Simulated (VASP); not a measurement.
Crystal: Re.

```
CELL_PARAMETERS angstrom
2.76639 0.00000 0.00000
-1.38319 2.39576 0.00000
0.00000 0.00000 8.93885
ATOMIC_POSITIONS crystal
Re 0.00000 0.00000 0.00000
Re 0.33333 0.66667 0.25000
Re 0.00000 0.00000 0.50000
Re 0.66667 0.33333 0.75000
```

- Program: VASP 6.6.1
- Task: relaxation of cell and atoms
- Functional: PBE
- Dispersion: D3(BJ)
- Potentials or basis: VASP PAW PBE potentials, release 64 (Re)
- Cutoff: 600 eV
- k mesh: 18 × 18 × 6
- Occupations: gaussian, width 0.1 eV
- Spin: no spin polarisation

At the start: pressure -4.3 GPa; volume 14.81 Å³/atom.

Where does the relaxation end?

Over 10 steps the energy falls by 2.7 meV/atom and the volume is 14.64 Å³/atom (-1.1 %); space group P6_3/mmc (No. 194, to 0.1 Å) before and after.

The path:
```csv
step,energy change (eV),largest force (eV/Å),pressure (GPa),volume (Å³)
1,0.0000,0.0000,-4.27,59.24
2,0.1503,0.0000,20.24,55.92
3,-0.0106,0.0000,0.02,58.58
4,-0.0106,0.0000,0.01,58.56
5,0.0286,0.0000,9.64,57.23
6,-0.0106,0.0000,0.14,58.55
7,-0.0106,0.0000,0.12,58.56
8,-0.0107,0.0000,0.16,58.55
9,-0.0106,0.0000,-0.48,58.65
10,-0.0107,0.0000,0.00,58.57
```

Final structure:
```cif
data_structure
_symmetry_space_group_name_H-M 'P 1'
_symmetry_Int_Tables_number 1
_cell_length_a 2.7583
_cell_length_b 2.7583
_cell_length_c 8.8901
_cell_angle_alpha 90.000
_cell_angle_beta 90.000
_cell_angle_gamma 120.000
_cell_volume 58.57
loop_
_atom_site_label
_atom_site_type_symbol
_atom_site_fract_x
_atom_site_fract_y
_atom_site_fract_z
_atom_site_occupancy
Re1 Re 0.00000 0.00000 0.00000 1
Re2 Re 0.33333 0.66667 0.25000 1
Re3 Re 0.00000 0.00000 0.50000 1
Re4 Re 0.66667 0.33333 0.75000 1
```

Caveat: the highest band is partly filled, so the run has too few bands.
